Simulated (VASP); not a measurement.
# TiO2 (P1) in VASP: a series of runs

Runs on TiO2. Level: PBE. Tasks: single point.

Program: VASP 6.6.1. These are calculated values, not measurements. Logs are shortened: lines on timing, memory, paths and dates and some standing lists are left out, and cuts for length are marked.

## Step 1: The cell of the first run

The typed cell holds 12 atoms: a = 4.808 Å, b = 5.080 Å, c = 4.962 Å, α = 90.00°, β = 98.60°, γ = 90.00°.

## Step 2: Single point, PBE

The input, INCAR:

```
SYSTEM = TiO2
PREC = Accurate ; ENCUT = 520
EDIFF = 1E-6 ; ISMEAR = -1
SIGMA = 0.36 ; LREAL = .FALSE.
LASPH = .TRUE. ; NELM = 80
ALGO = Normal ; ISIF = 2
LWAVE = .FALSE. ; LCHARG = .TRUE.
GGA = PE ; LELF = .TRUE.
LVHAR = .TRUE. ; NBANDS = 60
```

The input, KPOINTS:

```
regular mesh
0
G
  3 3 3
  0 0 0
```

The input, POSCAR:

```
TiO2
1.0
    4.8078470000      0.0000000000      0.0000000000
    0.0000000000      5.0802470000      0.0000000000
   -0.7419730000      0.0000000000      4.9060680000
Ti O
4 8
Direct
    0.1931279012      0.0776340206      0.2217458054
    0.7878578815      0.5863494432      0.3381526713
    0.6156763445      0.9547370433      0.8144200203
    0.2219530712      0.4867283028      0.7375152566
   -0.0140407857      0.3144728987      0.4022977260
    0.9028903678      0.9124950027      0.1738051735
    0.9065940057      0.6400869879      0.7018655265
    0.1217782471      0.1365287948      0.8554100758
    0.3988360599      0.7997445793      0.5480559992
    0.5732624804      0.2191232040      0.0459023397
    0.4634865200      0.2074505433      0.5817897347
    0.4635412220      0.6714043628      1.0045315312
```

Potentials or basis: VASP PAW PBE potentials, release 64 (Ti_sv, O).

The run is started by

```sh
cat potpaw_PBE.64/Ti_sv/POTCAR potpaw_PBE.64/O/POTCAR > POTCAR
mpirun -np 1 vasp_std > vasp.out
```

OUTCAR:

```text
SYSTEM = TiO2
   PREC = Accurate
   ENCUT = 520
   EDIFF = 1E-6
   ISMEAR = -1
   LREAL = .FALSE.
   LASPH = .TRUE.
   NELM = 80
   ISIF = 2
   GGA = PE

 ion  position               nearest neighbor table
   1  0.193  0.078  0.222-   6 1.62   8 1.82   5 1.87  11 2.15  10 2.26   9 2.26
   2  0.788  0.586  0.338-   5 1.68   7 1.83   6 1.96  12 2.14   4 2.70
   3  0.616  0.955  0.814-   9 1.74  10 1.80  11 1.81  12 1.92   6 2.10   7 2.25
   4  0.222  0.487  0.738-   7 1.69  12 1.88   8 1.96  11 2.06   5 2.06   9 2.09   2 2.70
   5  0.986  0.314  0.402-   2 1.68   1 1.87   4 2.06
   6  0.903  0.912  0.174-   1 1.62   2 1.96   3 2.10
   7  0.907  0.640  0.702-   4 1.69   2 1.83   3 2.25
   8  0.122  0.137  0.855-   1 1.82   4 1.96
   9  0.399  0.800  0.548-   3 1.74   4 2.09   1 2.26
  10  0.573  0.219  0.046-   3 1.80   1 2.26
  11  0.463  0.207  0.582-   3 1.81   4 2.06   1 2.15
  12  0.464  0.671  0.005-   4 1.88   3 1.92   2 2.14

  LATTYP: Found a simple monoclinic cell.
 ALAT       =     4.8078470000
 B/A-ratio  =     1.0566573770
 C/A-ratio  =     1.0320330968
 COS(beta)  =    -0.1495353385

  Lattice vectors:

 A1 = (   4.8078470000,   0.0000000000,   0.0000000000)
 A2 = (   0.0000000000,   5.0802470000,   0.0000000000)
 A3 = (  -0.7419730000,   0.0000000000,   4.9060680000)

Analysis of symmetry for initial positions (statically):
=====================================================================
 Subroutine PRICEL returns:
 Original cell was already a primitive cell.

 Routine SETGRP: Setting up the symmetry group for a
 simple monoclinic supercell.

 Subroutine GETGRP returns: Found  1 space group operations
 (whereof  1 operations were pure point group operations)
 out of a pool of  4 trial point group operations.

The static configuration has the point symmetry C_1 .

Analysis of symmetry for dynamics (positions and initial velocities):
=====================================================================
 Subroutine PRICEL returns:
 Original cell was already a primitive cell.

 Routine SETGRP: Setting up the symmetry group for a
 simple monoclinic supercell.

 Subroutine GETGRP returns: Found  1 space group operations
 (whereof  1 operations were pure point group operations)
 out of a pool of  4 trial point group operations.

The dynamic configuration has the point symmetry C_1 .

 Subroutine INISYM returns: Found  1 space group operations
 (whereof  1 operations are pure point group operations),
 and found     1 'primitive' translations

----------------------------------------------------------------------------------------

                                     Primitive cell

  volume of cell :     119.8310

  direct lattice vectors                    reciprocal lattice vectors
     4.807847000  0.000000000  0.000000000     0.207993308  0.000000000  0.031456029
     0.000000000  5.080247000  0.000000000     0.000000000  0.196840823  0.000000000
    -0.741973000  0.000000000  4.906068000     0.000000000  0.000000000  0.203829217

  length of vectors
     4.807847000  5.080247000  4.961857228     0.210358498  0.196840823  0.203829217

  position of ions in fractional coordinates (direct lattice)
     0.193127901  0.077634021  0.221745805
     0.787857882  0.586349443  0.338152671
     0.615676345  0.954737043  0.814420020
     0.221953071  0.486728303  0.737515257
     0.985959214  0.314472899  0.402297726
     0.902890368  0.912495003  0.173805173
     0.906594006  0.640086988  0.701865527
     0.121778247  0.136528795  0.855410076
     0.398836060  0.799744579  0.548055999
     0.573262480  0.219123204  0.045902340
     0.463486520  0.207450543  0.581789735
     0.463541222  0.671404363  0.004531531

  ion indices of the primitive-cell ions
   primitive index   ion index
                 1           1
                 2           2
                 3           3
                 4           4
                 5           5
                 6           6
                 7           7
                 8           8
                 9           9
                10          10
                11          11
                12          12

----------------------------------------------------------------------------------------

 KPOINTS: regular mesh

Automatic generation of k-mesh.
 Grid dimensions read from file:
 generate k-points for:    3    3    3

 Generating k-lattice:

  Cartesian coordinates                     Fractional coordinates (reciprocal lattice)
     0.069331103  0.000000000  0.010485343     0.333333333  0.000000000 -0.000000000
     0.000000000  0.065613608  0.000000000     0.000000000  0.333333333  0.000000000
     0.000000000  0.000000000  0.067943072     0.000000000  0.000000000  0.333333333

  Length of vectors
     0.070119499  0.065613608  0.067943072

  Shift w.r.t. Gamma in fractional coordinates (k-lattice)
     0.000000000  0.000000000  0.000000000

 Subroutine IBZKPT returns following result:
 ===========================================

 Found     14 irreducible k-points:

 Following reciprocal coordinates:
            Coordinates               Weight
  0.000000  0.000000  0.000000      1.000000
  0.333333  0.000000  0.000000      2.000000
  0.000000  0.333333  0.000000      2.000000
  0.333333  0.333333  0.000000      2.000000
 -0.333333  0.333333 -0.000000      2.000000
  0.000000  0.000000  0.333333      2.000000
  0.333333  0.000000  0.333333      2.000000
 -0.333333  0.000000  0.333333      2.000000
  0.000000  0.333333  0.333333      2.000000
  0.000000  0.333333 -0.333333      2.000000
  0.333333  0.333333  0.333333      2.000000
 -0.333333  0.333333 -0.333333      2.000000
 -0.333333  0.333333  0.333333      2.000000
  0.333333  0.333333 -0.333333      2.000000
   k-points           NKPTS =     14   k-points in BZ     NKDIM =     14   number of bands    NBANDS=     60
   number of dos      NEDOS =    301   number of ions     NIONS =     12
   total plane-waves  NPLWV =  57600
   dimension x,y,z NGX =    36 NGY =   40 NGZ =   40
   dimension x,y,z NGXF=    72 NGYF=   80 NGZF=   80
   ions per type =               4   8
   NGX,Y,Z   is equivalent  to a cutoff of  12.45, 13.09, 13.40 a.u.
   NGXF,Y,Z  is equivalent  to a cutoff of  24.90, 26.18, 26.80 a.u.
 SYSTEM =  TiO2
   PREC   = accura    normal or accurate (medium, high low for compatibility)
   ISTART =      0    job   : 0-new  1-cont  2-samecut
   ICHARG =      2    charge: 1-file 2-atom 10-const
   ISPIN  =      1    spin polarized calculation?
   LNONCOLLINEAR =      F non collinear calculations
   LSORBIT =      F    spin-orbit coupling
   LASPH  =      T    aspherical Exc in radial PAW
   ENCUT  =  520.0 eV  38.22 Ry    6.18 a.u.   8.94  9.45  9.23*2*pi/ulx,y,z
   NELM   =     80;   NELMIN=  2; NELMDL= -5     # of ELM steps
   EDIFF  = 0.1E-05   stopping-criterion for ELM
   LREAL  =      F    real-space projection
   EDIFFG = 0.1E-04   stopping-criterion for IOM
   NSW    =      0    number of steps for IOM
   IBRION =     -1    ionic relax: 0-MD 1-quasi-New 2-CG
   NFREE  =      0    steps in history (QN), initial steepest desc. (CG)
   ISIF   =      2    stress and relaxation
   ISYM   =      2    0-nonsym 1-usesym 2-fastsym
   POTIM  = 0.5000    time-step for ionic-motion
   TEBEG  =    0.0;   TEEND  =   0.0 temperature during run
   PSTRESS=    0.0 pullay stress
   NELECT =      96.0000    total number of electrons
   NUPDOWN=      -1.0000    fix difference up-down
   EMIN   =  10.00;   EMAX   =-10.00  energy-range for DOS
   EFERMI =   0.00;   METHOD = LEGACY
   ISMEAR =    -1;   SIGMA  =   0.36  broadening in eV -4-tet -1-fermi 0-gaus
   EFERMI_NEDOS =   21; number of points for ismear=-14 and -15
   IALGO  =     38    algorithm
   IMIX   =      4    mixing-type and parameters
     AMIX     =   0.40;   BMIX     =  1.00
     AMIX_MAG =   1.60;   BMIX_MAG =  1.00
  volume/ion in A,a.u.               =       9.99        67.39
  Fermi-wavevector in a.u.,A,eV,Ry     =   1.520462  2.873257 31.454012  2.311805
  Thomas-Fermi vector in A             =   2.629309
   LORBIT       =      0    0 simple, 1 ext, 2 COOP (PROOUT), +10 PAW based schemes
   GGA     = PE    functional components
   LHFCALC =     F    Hartree Fock is set to
   AEXX    =    0.0000 exact exchange contribution
   IVDW    =     0    specifies the selected vdW correction
   LEPSILON=     F    determine dielectric tensor
   LRPA    =     F    only Hartree local field effects (RPA)
 non-spin polarized calculation
  energy-cutoff  :      520.00
  volume of cell :      119.83
 maximum number of plane-waves:      3246
   NGX = 17   NGY = 19   NGZ = 19

 number of electron      95.9999998 magnetization

 Free energy of the ion-electron system (eV)
  ---------------------------------------------------
  ext. energy  EPLUGINS =         0.00000000
  ---------------------------------------------------
  free energy    TOTEN  =       -99.32773260 eV

  energy without entropy =      -98.51053777  energy(sigma->0) =      -98.91913518

 E-fermi :   6.8505     XC(G=0): -11.5933

 val. band max:        6.1990914841   @ k =   0.0000   0.3333   0.0000
 cond. band min:       7.6456016916   @ k =   0.0000   0.3333  -0.3333
 fundamental gap:      1.4465102075
 Fermi energy:         6.8504693270

 k-point     1 :       0.0000    0.0000    0.0000
  band No.  band energies     occupation
      1     -51.4226      2.00000
      2     -50.8352      2.00000
      3     -50.7063      2.00000
      4     -50.3337      2.00000
      5     -28.1010      2.00000
      6     -27.8264      2.00000
[... 52 lines left out ...]
     59      10.2368      0.00016
     60      10.3124      0.00013

 k-point     2 :       0.3333    0.0000    0.0000
  band No.  band energies     occupation
      1     -51.4223      2.00000
      2     -50.8354      2.00000
      3     -50.7060      2.00000
      4     -50.3339      2.00000
      5     -28.0900      2.00000
      6     -27.8231      2.00000
[... 52 lines left out ...]
     59       9.9911      0.00033
     60      10.1926      0.00019

 k-point     3 :       0.0000    0.3333    0.0000
  band No.  band energies     occupation
      1     -51.4225      2.00000
      2     -50.8350      2.00000
      3     -50.7065      2.00000
      4     -50.3339      2.00000
      5     -28.1017      2.00000
      6     -27.8250      2.00000
[... 682 lines left out ...]
     59       9.9849      0.00033
     60      10.2524      0.00016

 k-point    14 :       0.3333    0.3333   -0.3333
  band No.  band energies     occupation
      1     -51.4223      2.00000
      2     -50.8348      2.00000
      3     -50.7064      2.00000
      4     -50.3341      2.00000
      5     -28.1062      2.00000
      6     -27.8336      2.00000
[... 52 lines left out ...]
     59      10.1172      0.00023
     60      10.3462      0.00012

------------------------ aborting loop because EDIFF is reached ----------------------------------------

  FORCE on cell =-STRESS in cart. coord.  units (eV):
  Direction    XX          YY          ZZ          XY          YZ          ZX
  --------------------------------------------------------------------------------------
  -------------------------------------------------------------------------------------
  Total       28.1781710     22.9993591     22.9991513     -0.9625282      2.4551322      5.5723372
  in kB      376.7509468    307.5086145    307.5058359    -12.8693028     32.8258847     74.5038886
  external PRESSURE =     330.5884657 kB  Pullay stress =       0.0000000 kB

 VOLUME and BASIS-vectors are now :
 -----------------------------------------------------------------------------
  energy-cutoff  :      520.00
  volume of cell :      119.83
      direct lattice vectors                 reciprocal lattice vectors
     4.807847000  0.000000000  0.000000000     0.207993308  0.000000000  0.031456029
     0.000000000  5.080247000  0.000000000     0.000000000  0.196840823  0.000000000
    -0.741973000  0.000000000  4.906068000     0.000000000  0.000000000  0.203829217

 POSITION                                       TOTAL-FORCE (eV/Angst)
 -----------------------------------------------------------------------------------
      0.76400      0.39440      1.08790         8.178951      2.465141      1.874073
      3.53700      2.97880      1.65900        -5.695318      1.493225     -2.953179
      2.35580      4.85030      3.99560         3.168266      1.143419      2.598879
      0.51990      2.47270      3.61830         6.236222     -3.811409      1.843939
      4.44185      1.59760      1.97370         2.145651     -0.423636     -0.861364
      4.21200      4.63570      0.85270        -4.537214     -6.734567      0.829262
      3.83800      3.25180      3.44340        -4.064535      3.416523      0.857637
     -0.04920      0.69360      4.19670        -2.560913      0.601885     -0.025292
      1.51090      4.06290      2.68880        -2.045426     -4.590198     -5.239561
      2.72210      1.11320      0.22520        -0.996145      1.423076      2.358069
      1.79670      1.05390      2.85430         0.954631      4.406341     -3.585493
      2.22527      3.41090      0.02223        -0.784171      0.610201      2.303030
 -----------------------------------------------------------------------------------
    total drift:                               -0.000552     -0.000566     -0.000097

  FREE ENERGIE OF THE ION-ELECTRON SYSTEM (eV)
  ---------------------------------------------------
  free  energy   TOTEN  =       -99.3277326020 eV

  energy  without entropy=      -98.5105377672  energy(sigma->0) =      -98.91913518
```

It took 2.6 min on 1 thread of Intel Xeon Platinum 8488C (Sapphire Rapids), shared host; peak memory 0.26 GiB.

Results:

| Item | Value |
| --- | --- |
| Free energy | -99.3277 eV |
| Pressure | 33.1 GPa |
| Largest force | 8.746 eV/Å |
| Band gap on the k mesh | 1.45 eV, indirect (least direct gap 1.57 eV) |

Forces in eV/Å, atoms in the order of the input:
```
Ti   8.179  2.465  1.874
Ti  -5.695  1.493 -2.953
Ti   3.168  1.143  2.599
Ti   6.236 -3.811  1.844
O    2.146 -0.424 -0.861
O   -4.537 -6.735  0.829
O   -4.065  3.417  0.858
O   -2.561  0.602 -0.025
O   -2.045 -4.590 -5.240
O   -0.996  1.423  2.358
O    0.955  4.406 -3.585
O   -0.784  0.610  2.303
```

Caveat: the k points lie up to 0.44 Å⁻¹ apart; forces of over 1 eV/Å act on the atoms, so gaps and moduli don't describe the material at rest. A k mesh can miss the band edges.

[end of part 1 of 2]
